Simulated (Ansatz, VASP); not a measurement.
# Ca in VASP and in Ansatz

INCAR

```
ALGO = Fast
EDIFF = 1E-7
ENCUT = 520
GGA = CA
ISIF = 2
ISMEAR = 0
LASPH = T
LCHARG = F
LREAL = F
LWAVE = F
NBANDS = 11
NELM = 60
PREC = Accurate
SIGMA = 0.15
```

KPOINTS

```
k-points
0
Gamma
  16 16 16
```

POSCAR

```
Ca
1.0
    0.0000000000      2.4409585346      3.6614378018
    2.4409585346      0.0000000000      3.6614378018
    2.4409585346      2.4409585346      0.0000000000
Ca
1
Direct
    0.0000000000      0.0000000000      0.0000000000
```

Input for Ansatz:

```yaml
crystal:
  lattice:
    - [0.0, 2.4409585346, 3.6614378018]
    - [2.4409585346, 0.0, 3.6614378018]
    - [2.4409585346, 2.4409585346, 0.0]
  atoms:
    - { symbol: Ca, position: [0.0, 0.0, 0.0] }
basis:
  ecutwfc: 420
kpoints:
  mp_grid: { grid: [16, 16, 16] }
hamiltonian:
  xc: lda
scf:
  occupations: { method: gaussian, width: 0.15 }
output:
  forces: true
  stress: true
  eigenvalues: true
```

Alike in both runs: task single point; functional LDA; k mesh 16 × 16 × 16; occupations gaussian, width 0.15 eV; no spin polarisation.

|  | VASP | Ansatz |
| --- | --- | --- |
| version | VASP 6.6.1 | Ansatz 0.2.0 |
| potentials or method | VASP PAW LDA potentials, release 64 (Ca_sv), cutoff 520 eV | scalar-relativistic, plane waves, PAW |
| valence electrons in the cell | 10 | 10 |

```tsv
	VASP	Ansatz	Ansatz less VASP
gap on the k mesh at the Fermi level (eV)	none	none	-
pressure (GPa)	-1.7	-1.7	+0.01
traceless stress, the component that is largest in VASP (GPa)	-4.60	-4.59	+0.010
```

LDA's correlation is that of Perdew and Zunger in VASP and of Perdew and Wang (1992) in Ansatz. A gap of «none» marks a metal or a gap that the smearing closes.
